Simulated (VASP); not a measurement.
# CaS (Oldhamite) in VASP: further runs

CaS (Oldhamite) is run at these levels: RPBE; tasks: single point.

Program: VASP 6.6.1. These are calculated values, not measurements. Logs are shortened: lines on timing, memory, paths and dates and some standing lists are left out, and cuts for length are marked.

### Step 1. The cell of the first run

Symmetry: Fm-3m, No. 225, cubic system. Conventional cell: a = 5.686 Å, b = 5.686 Å, c = 5.686 Å, α = 90.00°, β = 90.00°, γ = 90.00°. Within 3.7 Å of Ca (site symmetry m-3m) lie 6 S at 2.84 Å. Within 3.7 Å of S (site symmetry m-3m) lie 6 Ca at 2.84 Å.

### Step 2. Single point, RPBE

INCAR reads:

```
SYSTEM = CaS
PREC = Accurate
ENCUT = 500
EDIFF = 1E-6
ISMEAR = 0
SIGMA = 0.01
LREAL = .False.
LASPH = .True.
NELM = 120
ALGO = Normal
ISIF = 2
LWAVE = .False.
LCHARG = .True.
GGA = RP
LELF = .True.
LVHAR = .True.
NBANDS = 15
GGA_COMPAT = .False.
```

KPOINTS reads:

```
regular mesh
0
Gamma
  4 4 4
  0 0 0
```

POSCAR reads:

```
CaS
1.0
    0.0000000000      2.8430000000      2.8430000000
    2.8430000000      0.0000000000      2.8430000000
    2.8430000000      2.8430000000      0.0000000000
Ca S
1 1
Direct
    0.0000000000      0.0000000000      0.0000000000
    0.5000000000      0.5000000000      0.5000000000
```

Potentials or basis: VASP PAW PBE potentials, release 64 (Ca_sv, S).

The run is started by

```console
$ cat potpaw_PBE.64/Ca_sv/POTCAR potpaw_PBE.64/S/POTCAR > POTCAR
$ mpirun -np 1 vasp_std > vasp.out
```

OUTCAR:

```text
SYSTEM = CaS
   PREC = Accurate
   ENCUT = 500
   EDIFF = 1E-6
   ISMEAR = 0
   LREAL = .False.
   LASPH = .True.
   NELM = 120
   ISIF = 2
   GGA = RP

 ion  position               nearest neighbor table
   1  0.000  0.000  0.000-   2 2.84   2 2.84   2 2.84   2 2.84   2 2.84   2 2.84
   2  0.500  0.500  0.500-   1 2.84   1 2.84   1 2.84   1 2.84   1 2.84   1 2.84

  LATTYP: Found a face centered cubic cell.
 ALAT       =     5.6860000000

  Lattice vectors:

 A1 = (   0.0000000000,   2.8430000000,   2.8430000000)
 A2 = (   2.8430000000,   0.0000000000,   2.8430000000)
 A3 = (   2.8430000000,   2.8430000000,   0.0000000000)

Analysis of symmetry for initial positions (statically):
=====================================================================
 Subroutine PRICEL returns:
 Original cell was already a primitive cell.

 Routine SETGRP: Setting up the symmetry group for a
 face centered cubic supercell.

 Subroutine GETGRP returns: Found 48 space group operations
 (whereof 48 operations were pure point group operations)
 out of a pool of 48 trial point group operations.

The static configuration has the point symmetry O_h .

Analysis of symmetry for dynamics (positions and initial velocities):
=====================================================================
 Subroutine PRICEL returns:
 Original cell was already a primitive cell.

 Routine SETGRP: Setting up the symmetry group for a
 face centered cubic supercell.

 Subroutine GETGRP returns: Found 48 space group operations
 (whereof 48 operations were pure point group operations)
 out of a pool of 48 trial point group operations.

The dynamic configuration has the point symmetry O_h .

 Subroutine INISYM returns: Found 48 space group operations
 (whereof 48 operations are pure point group operations),
 and found     1 'primitive' translations

----------------------------------------------------------------------------------------

                                     Primitive cell

  volume of cell :      45.9579

  direct lattice vectors                    reciprocal lattice vectors
     0.000000000  2.843000000  2.843000000    -0.175870559  0.175870559  0.175870559
     2.843000000  0.000000000  2.843000000     0.175870559 -0.175870559  0.175870559
     2.843000000  2.843000000  0.000000000     0.175870559  0.175870559 -0.175870559

  length of vectors
     4.020609158  4.020609158  4.020609158     0.304616744  0.304616744  0.304616744

  position of ions in fractional coordinates (direct lattice)
     0.000000000  0.000000000  0.000000000
     0.500000000  0.500000000  0.500000000

  ion indices of the primitive-cell ions
   primitive index   ion index
                 1           1
                 2           2

----------------------------------------------------------------------------------------

 KPOINTS: regular mesh

Automatic generation of k-mesh.
 Grid dimensions read from file:
 generate k-points for:    4    4    4

 Generating k-lattice:

  Cartesian coordinates                     Fractional coordinates (reciprocal lattice)
    -0.043967640  0.043967640  0.043967640     0.250000000  0.000000000  0.000000000
     0.043967640 -0.043967640  0.043967640     0.000000000  0.250000000  0.000000000
     0.043967640  0.043967640 -0.043967640     0.000000000  0.000000000  0.250000000

  Length of vectors
     0.076154186  0.076154186  0.076154186

  Shift w.r.t. Gamma in fractional coordinates (k-lattice)
     0.000000000  0.000000000  0.000000000

 Subroutine IBZKPT returns following result:
 ===========================================

 Found      8 irreducible k-points:

 Following reciprocal coordinates:
            Coordinates               Weight
  0.000000  0.000000  0.000000      1.000000
  0.250000  0.000000  0.000000      8.000000
  0.500000  0.000000  0.000000      4.000000
  0.250000  0.250000  0.000000      6.000000
  0.500000  0.250000  0.000000     24.000000
 -0.250000  0.250000  0.000000     12.000000
  0.500000  0.500000  0.000000      3.000000
 -0.250000  0.500000  0.250000      6.000000
   k-points           NKPTS =      8   k-points in BZ     NKDIM =      8   number of bands    NBANDS=     15
   number of dos      NEDOS =    301   number of ions     NIONS =      2
   total plane-waves  NPLWV =  27000
   dimension x,y,z NGX =    30 NGY =   30 NGZ =   30
   dimension x,y,z NGXF=    60 NGYF=   60 NGZF=   60
   ions per type =               1   1
   NGX,Y,Z   is equivalent  to a cutoff of  12.40, 12.40, 12.40 a.u.
   NGXF,Y,Z  is equivalent  to a cutoff of  24.81, 24.81, 24.81 a.u.
 SYSTEM =  CaS
   PREC   = accura    normal or accurate (medium, high low for compatibility)
   ISTART =      0    job   : 0-new  1-cont  2-samecut
   ICHARG =      2    charge: 1-file 2-atom 10-const
   ISPIN  =      1    spin polarized calculation?
   LNONCOLLINEAR =      F non collinear calculations
   LSORBIT =      F    spin-orbit coupling
   LASPH  =      T    aspherical Exc in radial PAW
   ENCUT  =  500.0 eV  36.75 Ry    6.06 a.u.   7.33  7.33  7.33*2*pi/ulx,y,z
   NELM   =    120;   NELMIN=  2; NELMDL= -5     # of ELM steps
   EDIFF  = 0.1E-05   stopping-criterion for ELM
   LREAL  =      F    real-space projection
   EDIFFG = 0.1E-04   stopping-criterion for IOM
   NSW    =      0    number of steps for IOM
   IBRION =     -1    ionic relax: 0-MD 1-quasi-New 2-CG
   NFREE  =      0    steps in history (QN), initial steepest desc. (CG)
   ISIF   =      2    stress and relaxation
   ISYM   =      2    0-nonsym 1-usesym 2-fastsym
   POTIM  = 0.5000    time-step for ionic-motion
   TEBEG  =    0.0;   TEEND  =   0.0 temperature during run
   PSTRESS=    0.0 pullay stress
   NELECT =      16.0000    total number of electrons
   NUPDOWN=      -1.0000    fix difference up-down
   EMIN   =  10.00;   EMAX   =-10.00  energy-range for DOS
   EFERMI =   0.00;   METHOD = LEGACY
   ISMEAR =     0;   SIGMA  =   0.01  broadening in eV -4-tet -1-fermi 0-gaus
   EFERMI_NEDOS =   21; number of points for ismear=-14 and -15
   IALGO  =     38    algorithm
   IMIX   =      4    mixing-type and parameters
     AMIX     =   0.40;   BMIX     =  1.00
     AMIX_MAG =   1.60;   BMIX_MAG =  1.00
  volume/ion in A,a.u.               =      22.98       155.07
  Fermi-wavevector in a.u.,A,eV,Ry     =   1.151670  2.176340 18.045996  1.326343
  Thomas-Fermi vector in A             =   2.288326
   LORBIT       =      0    0 simple, 1 ext, 2 COOP (PROOUT), +10 PAW based schemes
   GGA     = RP    functional components
   LHFCALC =     F    Hartree Fock is set to
   AEXX    =    0.0000 exact exchange contribution
   IVDW    =     0    specifies the selected vdW correction
   LEPSILON=     F    determine dielectric tensor
   LRPA    =     F    only Hartree local field effects (RPA)
 non-spin polarized calculation
 Gauss-broadening in eV      SIGMA  =   0.01
  energy-cutoff  :      500.00
  volume of cell :       45.96
 maximum number of plane-waves:      1211
 NGX is ok and might be reduce to    30
   NGX = 15   NGY = 15   NGZ = 15

 number of electron      16.0000004 magnetization

 Free energy of the ion-electron system (eV)
  ---------------------------------------------------
  ext. energy  EPLUGINS =         0.00000000
  ---------------------------------------------------
  free energy    TOTEN  =        -9.75688788 eV

  energy without entropy =       -9.75688788  energy(sigma->0) =       -9.75688788

 E-fermi :   3.0029     XC(G=0):  -9.1290

 val. band max:        2.8745691477   @ k =   0.0000   0.0000   0.0000
 cond. band min:       5.3357680574   @ k =   0.5000   0.5000   0.0000
 fundamental gap:      2.4611989096
 Fermi energy:         3.0028687482

 k-point     1 :       0.0000    0.0000    0.0000
  band No.  band energies     occupation
      1     -36.4335      2.00000
      2     -17.3524      2.00000
      3     -17.3524      2.00000
      4     -17.3524      2.00000
      5      -8.4484      2.00000
      6       2.8746      2.00000
      7       2.8746      2.00000
      8       2.8746      2.00000
      9       7.1310      0.00000
     10       7.1310      0.00000
     11       7.1310      0.00000
     12       7.2401      0.00000
     13       7.6850      0.00000
     14       7.6850      0.00000
     15      13.9162      0.00000

 k-point     2 :       0.2500    0.0000    0.0000
  band No.  band energies     occupation
      1     -36.4278      2.00000
      2     -17.4365      2.00000
      3     -17.3588      2.00000
      4     -17.3588      2.00000
      5      -8.0679      2.00000
      6       1.0811      2.00000
      7       2.2103      2.00000
      8       2.2103      2.00000
      9       7.2781      0.00000
     10       7.9364      0.00000
     11       7.9364      0.00000
     12       9.1114      0.00000
     13       9.1114      0.00000
     14       9.3017      0.00000
     15      13.3401      0.00000

 k-point     3 :       0.5000    0.0000    0.0000
  band No.  band energies     occupation
      1     -36.4222      2.00000
      2     -17.5177      2.00000
      3     -17.3653      2.00000
      4     -17.3653      2.00000
      5      -7.6391      2.00000
      6      -0.1829      2.00000
      7       1.7232      2.00000
      8       1.7232      2.00000
      9       8.2335      0.00000
     10       9.0376      0.00000
     11       9.1622      0.00000
     12       9.1622      0.00000
     13      11.0788      0.00000
     14      11.0788      0.00000
     15      11.8132      0.00000
[... 55 lines left out ...]
 k-point     7 :       0.5000    0.5000    0.0000
  band No.  band energies     occupation
      1     -36.4187      2.00000
      2     -17.4733      2.00000
      3     -17.4005      2.00000
      4     -17.4005      2.00000
      5      -7.8259      2.00000
      6       0.6190      2.00000
      7       2.0743      2.00000
      8       2.0743      2.00000
      9       5.3358      0.00000
     10       8.5238      0.00000
     11       9.0636      0.00000
     12       9.7213      0.00000
     13       9.7446      0.00000
     14       9.7446      0.00000
     15      13.4281      0.00000

 k-point     8 :      -0.2500    0.5000    0.2500
  band No.  band energies     occupation
      1     -36.4186      2.00000
      2     -17.4369      2.00000
      3     -17.4369      2.00000
      4     -17.4105      2.00000
      5      -7.7099      2.00000
      6       1.1134      2.00000
      7       1.1134      2.00000
      8       1.3394      2.00000
      9       7.7968      0.00000
     10       7.7968      0.00000
     11       8.9615      0.00000
     12       9.3688      0.00000
     13       9.7530      0.00000
     14      12.3133      0.00000
     15      13.1221      0.00000

------------------------ aborting loop because EDIFF is reached ----------------------------------------

  FORCE on cell =-STRESS in cart. coord.  units (eV):
  Direction    XX          YY          ZZ          XY          YZ          ZX
  --------------------------------------------------------------------------------------
  -------------------------------------------------------------------------------------
  Total        0.9395295      0.9395295      0.9395295     -0.0000000     -0.0000000      0.0000000
  in kB       32.7537039     32.7537039     32.7537039     -0.0000000     -0.0000000      0.0000000
  external PRESSURE =      32.7537039 kB  Pullay stress =       0.0000000 kB

 VOLUME and BASIS-vectors are now :
 -----------------------------------------------------------------------------
  energy-cutoff  :      500.00
  volume of cell :       45.96
      direct lattice vectors                 reciprocal lattice vectors
     0.000000000  2.843000000  2.843000000    -0.175870559  0.175870559  0.175870559
     2.843000000  0.000000000  2.843000000     0.175870559 -0.175870559  0.175870559
     2.843000000  2.843000000  0.000000000     0.175870559  0.175870559 -0.175870559

 POSITION                                       TOTAL-FORCE (eV/Angst)
 -----------------------------------------------------------------------------------
      0.00000      0.00000      0.00000         0.000000     -0.000000      0.000000
      2.84300      2.84300      2.84300        -0.000000      0.000000     -0.000000
 -----------------------------------------------------------------------------------
    total drift:                               -0.000000      0.000000      0.000000

  FREE ENERGIE OF THE ION-ELECTRON SYSTEM (eV)
  ---------------------------------------------------
  free  energy   TOTEN  =        -9.7568878785 eV

  energy  without entropy=       -9.7568878785  energy(sigma->0) =       -9.75688788
```

It took 5 s on 1 thread of Intel Xeon 6975P-C (Granite Rapids), shared host; peak memory 0.16 GiB.

Results:

| Property | Result |
| --- | --- |
| Free energy | -9.7569 eV |
| Pressure | 3.3 GPa |
| Band gap on the k mesh | 2.46 eV, indirect (least direct gap 3.26 eV) |

Caveat: the k points lie up to 0.48 Å⁻¹ apart; the PAW data sets were made with another functional, which shifts forces and pressure a little.

### Step 3. Single point, RPBE

INCAR reads:

```
PREC = Accurate
ENCUT = 500
EDIFF = 1E-6
ISMEAR = 0
SIGMA = 0.01
LREAL = False
LASPH = True
NELM = 120
ALGO = Normal
ISIF = 2
LWAVE = False
LCHARG = False
GGA = RP
NBANDS = 15
GGA_COMPAT = False
```

KPOINTS reads:

```
regular mesh
0
Gamma
  4 4 4
```

Edit POSCAR of step 2 so:

```diff
@@ -8,3 +8,3 @@
 Direct
-    0.0000000000      0.0000000000      0.0000000000
+   -0.0052761168      0.0052761168      0.0052761168
     0.5000000000      0.5000000000      0.5000000000
```

Potentials or basis: VASP PAW PBE potentials, release 64 (Ca_sv, S).

The run is started by

```console
$ cat potpaw_PBE.64/Ca_sv/POTCAR potpaw_PBE.64/S/POTCAR > POTCAR
$ mpirun -np 1 vasp_std > vasp.out
```

Run time: 6.1 s. Hardware: 1 thread of Intel Xeon 6975P-C (Granite Rapids), shared host; peak memory 0.16 GiB.

Results (log left out):

```
Free energy            : -9.7554 eV
Pressure               : 3.3 GPa
Largest force          : 0.098 eV/Å
Band gap on the k mesh : 2.46 eV, indirect (least direct gap 3.26 eV)
```

Forces on the atoms (eV/Å):
```
Ca  -0.098  0.000  0.000
S    0.098  0.000  0.000
```

Levels at points of the mesh, in eV from the valence-band top:
| k point | band 6 | band 7 | band 8 | band 9 | band 10 | band 11 |
| --- | --- | --- | --- | --- | --- | --- |
| (0.00, 0.00, 0.00) | 0.00 | 0.00 | 0.00 | 4.26 | 4.26 | 4.26 |
| (0.50, 0.00, 0.00) | -3.06 | -1.15 | -1.15 | 5.36 | 6.16 | 6.29 |
| (0.50, 0.50, 0.00) | -2.25 | -0.80 | -0.80 | 2.47 | 5.65 | 6.19 |
| (0.00, 0.50, 0.50) | -2.25 | -0.80 | -0.80 | 2.46 | 5.65 | 6.19 |

Caveat: the k points lie up to 0.48 Å⁻¹ apart; the PAW data sets were made with another functional, which shifts forces and pressure a little. A k mesh can miss the band edges.
